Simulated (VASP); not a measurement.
P: single point with PBE

Crystal: P.

```
P
1.0
     1.66366   -5.03081    0.00000
     1.66366    5.03081    0.00000
     0.00000    0.00000    4.03027
P
4
Direct
  0.89156 0.10844 0.56598
  0.10844 0.89156 0.43402
  0.60844 0.39156 0.06598
  0.39156 0.60844 0.93402
```

```
Program             : VASP 6.6.1
Task                : single point
Functional          : PBE
Potentials or basis : VASP PAW PBE potentials, release 64 (P)
Cutoff              : 520 eV
k mesh              : 8 × 8 × 6
Occupations         : fermi-dirac, width 0.05 eV
Spin                : no spin polarisation
```

| Property | Result |
| --- | --- |
| Pressure | 4.7 GPa |
| Largest force | 0.061 eV/Å |
| Band gap on the k mesh | zero (bands 10 and 11 overlap by 0.32 eV) |

Forces on the atoms (eV/Å):
```
P    0.000 -0.043  0.043
P    0.000  0.043 -0.043
P    0.000  0.043  0.043
P    0.000 -0.043 -0.043
```

Stress tensor (GPa, compression positive):
```
4.67 0.00 0.00
0.00 4.60 0.00
0.00 0.00 4.74
```

Levels at points of the mesh, in eV from the Fermi level:
```tsv
k point	band 7	band 8	band 9	band 10	band 11	band 12	band 13	band 14
(0.00, 0.00, 0.00)	-3.99	-2.87	-2.79	-1.34	1.28	1.29	1.88	3.72
(0.50, 0.00, 0.00)	-3.12	-3.12	-2.64	-2.64	0.63	0.63	1.18	1.18
(0.50, 0.50, 0.00)	-4.54	-2.16	-2.04	-0.62	0.36	0.78	2.58	3.37
(0.00, 0.00, 0.50)	-3.07	-3.07	-0.66	-0.66	1.46	1.46	1.91	1.91
(0.50, 0.00, 0.50)	-5.89	-5.89	-2.23	-2.23	1.54	1.54	5.31	5.31
(0.50, 0.50, 0.50)	-2.38	-2.38	-1.07	-1.07	1.23	1.23	2.58	2.58
```

Run time: 71 s on 1 thread of Intel(R) Xeon(R) Platinum 8488C (Sapphire Rapids) (shared host), peak memory 0.23 GiB.

Caveat: the cell stands under pressure.
